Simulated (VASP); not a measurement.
# Hf (I4/mmm) in VASP: a series of runs

Runs on Hf. Level: r2SCAN. Tasks: single point.

Program: VASP 6.6.1. These are calculated values, not measurements. Logs are shortened: lines on timing, memory, paths and dates and some standing lists are left out, and cuts for length are marked.

**1. The cell of the first run**

Symmetry: I4/mmm, No. 139, tetragonal system. The conventional cell has a = 3.265 Å, b = 3.265 Å, c = 4.262 Å, α = 90.00°, β = 90.00°, γ = 90.00°. Hf (site symmetry 4/mmm) has 14 Hf at 3.14 to 4.26 Å within 4.3 Å.

**2. Single point, r2SCAN (strain +0.040 along x and y, -0.040 along z)**

The input, POSCAR:

```
Hf
1.0
    0.0000000000      2.3088000000      2.1312000000
    2.3088000000      0.0000000000      2.1312000000
    2.3088000000      2.3088000000      0.0000000000
Hf
1
Direct
    0.0000000000      0.0000000000      0.0000000000
```

The input, INCAR.step1:

```
PREC = Accurate
ENCUT = 520
ISMEAR = 0
SIGMA = 0.15
LREAL = F
LASPH = T
NELM = 100
NBANDS = 11
GGA = PE
ALGO = Normal
EDIFF = 1E-4
LWAVE = T
LCHARG = F
```

The input, INCAR.step2:

```
PREC = Accurate
ENCUT = 520
EDIFF = 1E-6
ISMEAR = 0
SIGMA = 0.15
LREAL = F
LASPH = T
NELM = 100
ALGO = Normal
ISIF = 2
LWAVE = F
LCHARG = F
METAGGA = R2SCAN
LMIXTAU = T
NBANDS = 11
ISTART = 1
```

The input, KPOINTS:

```
regular mesh
0
Gamma
  18 18 18
```

Potentials or basis: VASP PAW PBE potentials, release 64 (Hf_pv).

On the command line:

```bash
cat potpaw_PBE.64/Hf_pv/POTCAR > POTCAR
cp INCAR.step1 INCAR
mpirun -np 1 vasp_std > vasp.out
cp INCAR.step2 INCAR
mpirun -np 1 vasp_std > vasp.out
```

OUTCAR:

```text
PREC = Accurate
   ENCUT = 520
   EDIFF = 1E-6
   ISMEAR = 0
   LREAL = F
   LASPH = T
   NELM = 100
   ISIF = 2
   METAGGA = R2SCAN
   ISTART = 1

 ion  position               nearest neighbor table
   1  0.000  0.000  0.000-

  LATTYP: Found a body centered tetragonal cell.
 ALAT       =     3.2651362728
 C/A-ratio  =     1.3054279037

  Lattice vectors:

 A1 = (   0.0000000000,  -2.3088000000,  -2.1312000000)
 A2 = (   0.0000000000,   2.3088000000,  -2.1312000000)
 A3 = (   2.3088000000,   0.0000000000,   2.1312000000)

Analysis of symmetry for initial positions (statically):
=====================================================================
 Subroutine PRICEL returns:
 Original cell was already a primitive cell.

 Routine SETGRP: Setting up the symmetry group for a
 body centered tetragonal supercell.

 Subroutine GETGRP returns: Found 16 space group operations
 (whereof 16 operations were pure point group operations)
 out of a pool of 16 trial point group operations.

The static configuration has the point symmetry D_4h.

Analysis of symmetry for dynamics (positions and initial velocities):
=====================================================================
 Subroutine PRICEL returns:
 Original cell was already a primitive cell.

 Routine SETGRP: Setting up the symmetry group for a
 body centered tetragonal supercell.

 Subroutine GETGRP returns: Found 16 space group operations
 (whereof 16 operations were pure point group operations)
 out of a pool of 16 trial point group operations.

The dynamic configuration has the point symmetry D_4h.

 Subroutine INISYM returns: Found 16 space group operations
 (whereof 16 operations are pure point group operations),
 and found     1 'primitive' translations

----------------------------------------------------------------------------------------

                                     Primitive cell

  volume of cell :      22.7210

  direct lattice vectors                    reciprocal lattice vectors
     0.000000000  2.308800000  2.131200000    -0.216562717  0.216562717  0.234609610
     2.308800000  0.000000000  2.131200000     0.216562717 -0.216562717  0.234609610
     2.308800000  2.308800000  0.000000000     0.216562717  0.216562717 -0.234609610

  length of vectors
[... 82 lines left out ...]
   EDIFFG = 0.1E-04   stopping-criterion for IOM
   NSW    =      0    number of steps for IOM
   IBRION =     -1    ionic relax: 0-MD 1-quasi-New 2-CG
   NFREE  =      0    steps in history (QN), initial steepest desc. (CG)
   ISIF   =      2    stress and relaxation
   ISYM   =      2    0-nonsym 1-usesym 2-fastsym
   POTIM  = 0.5000    time-step for ionic-motion
   TEBEG  =    0.0;   TEEND  =   0.0 temperature during run
   PSTRESS=    0.0 pullay stress
   NELECT =      10.0000    total number of electrons
   NUPDOWN=      -1.0000    fix difference up-down
   EMIN   =  10.00;   EMAX   =-10.00  energy-range for DOS
   EFERMI =   0.00;   METHOD = LEGACY
   ISMEAR =     0;   SIGMA  =   0.15  broadening in eV -4-tet -1-fermi 0-gaus
   EFERMI_NEDOS =   21; number of points for ismear=-14 and -15
   IALGO  =     38    algorithm
   IMIX   =      4    mixing-type and parameters
     AMIX     =   0.40;   BMIX     =  1.00
     AMIX_MAG =   1.60;   BMIX_MAG =  1.00
  volume/ion in A,a.u.               =      22.72       153.33
  Fermi-wavevector in a.u.,A,eV,Ry     =   1.245277  2.353232 21.098748  1.550714
  Thomas-Fermi vector in A             =   2.379506
   LORBIT       =      0    0 simple, 1 ext, 2 COOP (PROOUT), +10 PAW based schemes
   METAGGA = R2SCAN    functional components
   LHFCALC =     F    Hartree Fock is set to
   AEXX    =    0.0000 exact exchange contribution
   IVDW    =     0    specifies the selected vdW correction
   LEPSILON=     F    determine dielectric tensor
   LRPA    =     F    only Hartree local field effects (RPA)
 non-spin polarized calculation
 Gauss-broadening in eV      SIGMA  =   0.15
  energy-cutoff  :      520.00
  volume of cell :       22.72
 maximum number of plane-waves:       624
   NGX = 11   NGY = 11   NGZ = 13

 number of electron       9.9999999 magnetization

 Free energy of the ion-electron system (eV)
  ---------------------------------------------------
  ext. energy  EPLUGINS =         0.00000000
  ---------------------------------------------------
  free energy    TOTEN  =       -45.05572752 eV

  energy without entropy =      -45.03892783  energy(sigma->0) =      -45.04732768

 E-fermi :   4.4867     XC(G=0): -12.0943

 val. band max:        4.4730463573   @ k =   0.2778   0.1111   0.0000
 cond. band min:       4.4882573156   @ k =  -0.2778   0.0556   0.0000
 fundamental gap:      0.0152109583
 Fermi energy:         4.4867195301

 k-point     1 :       0.0000    0.0000    0.0000
  band No.  band energies     occupation
      1     -26.6864      2.00000
      2     -26.6833      2.00000
      3     -26.6833      2.00000
      4      -2.9980      2.00000
      5       5.8587      0.00000
      6       5.8587      0.00000
      7       6.7087      0.00000
      8       8.3607      0.00000
      9       9.5431      0.00000
     10      16.3896      0.00000
     11      16.4227      0.00000
[... 309 lines left out ...]
 k-point    24 :      -0.2222    0.0556    0.0000
  band No.  band energies     occupation
      1     -27.0596      2.00000
      2     -26.7462      2.00000
      3     -26.7453      2.00000
      4      -1.1330      2.00000
      5       4.7285      0.02262
      6       6.1892      0.00000
      7       6.7941      0.00000
      8       8.2359      0.00000
      9       9.5010      0.00000
     10      16.4221      0.00000
     11      17.1075      0.00000

 [... further k-points ...]

------------------------ aborting loop because EDIFF is reached ----------------------------------------

  FORCE on cell =-STRESS in cart. coord.  units (eV):
  Direction    XX          YY          ZZ          XY          YZ          ZX
  --------------------------------------------------------------------------------------
  -------------------------------------------------------------------------------------
  Total       -0.4305351     -0.4305351      0.0955038      0.0000000     -0.0000000      0.0000000
  in kB      -30.3593410    -30.3593410      6.7344879      0.0000000     -0.0000000      0.0000000
  external PRESSURE =     -17.9947313 kB  Pullay stress =       0.0000000 kB

 VOLUME and BASIS-vectors are now :
 -----------------------------------------------------------------------------
  energy-cutoff  :      520.00
  volume of cell :       22.72
      direct lattice vectors                 reciprocal lattice vectors
     0.000000000  2.308800000  2.131200000    -0.216562717  0.216562717  0.234609610
     2.308800000  0.000000000  2.131200000     0.216562717 -0.216562717  0.234609610
     2.308800000  2.308800000  0.000000000     0.216562717  0.216562717 -0.234609610

 POSITION                                       TOTAL-FORCE (eV/Angst)
 -----------------------------------------------------------------------------------
      0.00000      0.00000      0.00000         0.000000      0.000000      0.000000
 -----------------------------------------------------------------------------------
    total drift:                               -0.000000      0.000000      0.000000

  FREE ENERGIE OF THE ION-ELECTRON SYSTEM (eV)
  ---------------------------------------------------
  free  energy   TOTEN  =       -45.0557275236 eV

  energy  without entropy=      -45.0389278265  energy(sigma->0) =      -45.04732768
```

OSZICAR.step1:

```text
N       E                     dE             d eps       ncg     rms          rms(c)
DAV:   1     0.124696992909E+02    0.12470E+02   -0.56789E+03 10640   0.837E+02
DAV:   2    -0.975375218970E+01   -0.22223E+02   -0.21542E+02 13132   0.153E+02
DAV:   3    -0.101946080549E+02   -0.44086E+00   -0.43616E+00 13592   0.148E+01
DAV:   4    -0.101962857207E+02   -0.16777E-02   -0.16773E-02 12138   0.108E+00
DAV:   5    -0.101962952256E+02   -0.95050E-05   -0.95043E-05 13419   0.725E-02    0.456E+01
DAV:   6    -0.993543867556E+01    0.26086E+00   -0.22010E-01 11772   0.351E+00    0.270E+01
DAV:   7    -0.985022688983E+01    0.85212E-01   -0.33339E-01 12303   0.419E+00    0.125E+00
DAV:   8    -0.984549915332E+01    0.47277E-02   -0.24233E-02 11897   0.113E+00    0.172E-01
DAV:   9    -0.984552819138E+01   -0.29038E-04   -0.42109E-04 12727   0.168E-01
   1 F= -.98455282E+01 E0= -.98361352E+01  d E =-.187859E-01
```

Run time: 4.2 min. Hardware: 1 thread of Intel Xeon 8259CL, shared host; peak memory 0.24 GiB.

What came out:

| Property | Result |
| --- | --- |
| Free energy | -45.0557 eV |
| Pressure | -1.8 GPa |
| Band gap on the k mesh | zero (bands 5 and 6 overlap by 2.18 eV) |

Levels at points of the mesh, in eV from the Fermi level:
| k point | band 2 | band 3 | band 4 | band 5 | band 6 | band 7 | band 8 | band 9 |
| --- | --- | --- | --- | --- | --- | --- | --- | --- |
| (0.00, 0.00, 0.00) | -31.17 | -31.17 | -7.48 | 1.37 | 1.37 | 2.22 | 3.87 | 5.06 |
| (0.50, 0.00, 0.00) | -31.32 | -31.23 | -3.67 | 0.35 | 0.91 | 1.98 | 6.24 | 6.89 |
| (0.50, 0.50, 0.00) | -31.52 | -31.52 | -3.13 | -2.28 | 3.33 | 6.62 | 7.13 | 7.13 |
| (0.50, 0.00, 0.50) | -31.48 | -31.36 | -3.30 | -1.95 | 1.93 | 6.50 | 6.67 | 7.54 |

Caveat: the cell differs from its parent crystal (strain +0.040 along x and y, -0.040 along z); the PAW data sets were made with another functional, which shifts forces and pressure a little; spin-orbit coupling is left out, which moves the levels of the heavy elements.

**3. Single point, r2SCAN (strain +0.080 along x and y, +0.040 along z)**

The input, POSCAR:

```
Hf
1.0
    0.0000000000      2.3976000000      2.3088000000
    2.3976000000      0.0000000000      2.3088000000
    2.3976000000      2.3976000000      0.0000000000
Hf
1
Direct
    0.0000000000      0.0000000000      0.0000000000
```

The input, INCAR.step1:

```
  PREC = Accurate
  ENCUT = 520
  ISMEAR = 0
  SIGMA = 0.15
  LREAL = False
  LASPH = True
  NELM = 60
  NBANDS = 11
  GGA = PE
  ALGO = Normal
  EDIFF = 1E-4
  LWAVE = True
  LCHARG = False
```

The input, INCAR.step2:

```
  PREC = Accurate
  ENCUT = 520
  EDIFF = 1E-6
  ISMEAR = 0
  SIGMA = 0.15
  LREAL = False
  LASPH = True
  NELM = 60
  ALGO = Normal
  ISIF = 2
  LWAVE = False
  LCHARG = False
  METAGGA = R2SCAN
  LMIXTAU = True
  NBANDS = 11
  ISTART = 1
```

KPOINTS is that of step 2.

Potentials or basis: VASP PAW PBE potentials, release 64 (Hf_pv).

On the command line:

```bash
cat potpaw_PBE.64/Hf_pv/POTCAR > POTCAR
cp INCAR.step1 INCAR
mpirun -np 1 vasp_std > vasp.out
cp INCAR.step2 INCAR
mpirun -np 1 vasp_std > vasp.out
```

OUTCAR:

```text
PREC = Accurate
   ENCUT = 520
   EDIFF = 1E-6
   ISMEAR = 0
   LREAL = False
   LASPH = True
   NELM = 60
   ISIF = 2
   METAGGA = R2SCAN
   ISTART = 1

 ion  position               nearest neighbor table
   1  0.000  0.000  0.000-

  LATTYP: Found a body centered tetragonal cell.
 ALAT       =     3.3907184371
 C/A-ratio  =     1.3618352823

  Lattice vectors:

 A1 = (   0.0000000000,  -2.3976000000,  -2.3088000000)
 A2 = (   0.0000000000,   2.3976000000,  -2.3088000000)
 A3 = (   2.3976000000,   0.0000000000,   2.3088000000)

Analysis of symmetry for initial positions (statically):
=====================================================================
 Subroutine PRICEL returns:
 Original cell was already a primitive cell.

 Routine SETGRP: Setting up the symmetry group for a
 body centered tetragonal supercell.

 Subroutine GETGRP returns: Found 16 space group operations
 (whereof 16 operations were pure point group operations)
 out of a pool of 16 trial point group operations.

The static configuration has the point symmetry D_4h.

Analysis of symmetry for dynamics (positions and initial velocities):
=====================================================================
[... 168 lines left out ...]
      3     -28.2883      2.00000
      4      -3.4544      2.00000
      5       4.8619      0.00000
      6       4.8619      0.00000
      7       5.2242      0.00000
      8       7.1441      0.00000
      9       7.6311      0.00000
     10      14.8121      0.00000
     11      14.8315      0.00000
[... 309 lines left out ...]
 k-point    24 :      -0.2222    0.0556    0.0000
  band No.  band energies     occupation
      1     -28.5068      2.00000
      2     -28.3297      2.00000
      3     -28.3194      2.00000
      4      -1.8198      2.00000
      5       3.7605      0.01886
      6       5.2404      0.00000
      7       5.4094      0.00000
      8       6.8748      0.00000
      9       7.7652      0.00000
     10      14.8131      0.00000
     11      14.8923      0.00000

 [... further k-points ...]

------------------------ aborting loop because EDIFF is reached ----------------------------------------

  FORCE on cell =-STRESS in cart. coord.  units (eV):
  Direction    XX          YY          ZZ          XY          YZ          ZX
  --------------------------------------------------------------------------------------
  -------------------------------------------------------------------------------------
  Total       -2.4189100     -2.4189100     -2.1208582      0.0000000     -0.0000000     -0.0000000
  in kB     -146.0025760   -146.0025760   -128.0125180      0.0000000     -0.0000000     -0.0000000
  external PRESSURE =    -140.0058900 kB  Pullay stress =       0.0000000 kB

 VOLUME and BASIS-vectors are now :
 -----------------------------------------------------------------------------
  energy-cutoff  :      520.00
  volume of cell :       26.54
      direct lattice vectors                 reciprocal lattice vectors
     0.000000000  2.397600000  2.308800000    -0.208541875  0.208541875  0.216562717
     2.397600000  0.000000000  2.308800000     0.208541875 -0.208541875  0.216562717
     2.397600000  2.397600000  0.000000000     0.208541875  0.208541875 -0.216562717

 POSITION                                       TOTAL-FORCE (eV/Angst)
 -----------------------------------------------------------------------------------
      0.00000      0.00000      0.00000         0.000000      0.000000      0.000000
 -----------------------------------------------------------------------------------
    total drift:                               -0.000000     -0.000000     -0.000000

  FREE ENERGIE OF THE ION-ELECTRON SYSTEM (eV)
  ---------------------------------------------------
  free  energy   TOTEN  =       -44.8639220752 eV

  energy  without entropy=      -44.8483509404  energy(sigma->0) =      -44.85613651
```

Wall time 9.9 min (1 thread of Intel Xeon 8259CL, shared host); peak memory 0.28 GiB.

Results:

- Free energy: -44.8639 eV
- Pressure: -14.0 GPa
- Band gap on the k mesh: zero (bands 5 and 6 overlap by 1.98 eV)

Levels at points of the mesh, in eV from the Fermi level:
```
           k point  band 1  band 2  band 3  band 4  band 5  band 6  band 7  band 8  band 9  band 10
(0.00, 0.00, 0.00)  -31.80  -31.80  -31.80   -6.97    1.35    1.35    1.71    3.63    4.12    11.30
(0.50, 0.00, 0.00)  -32.26  -31.88  -31.85   -3.28   -0.07    1.14    1.56    5.40    5.64     7.96
(0.50, 0.50, 0.00)  -32.24  -31.99  -31.99   -2.60   -1.69    2.05    5.57    5.96    5.96     8.62
(0.50, 0.00, 0.50)  -32.23  -31.98  -31.94   -2.71   -1.58    1.48    5.57    5.77    6.12     9.00
```

Caveat: the cell differs from its parent crystal (strain +0.080 along x and y, +0.040 along z); the cell stands under tension; the PAW data sets were made with another functional, which shifts forces and pressure a little; spin-orbit coupling is left out, which moves the levels of the heavy elements.
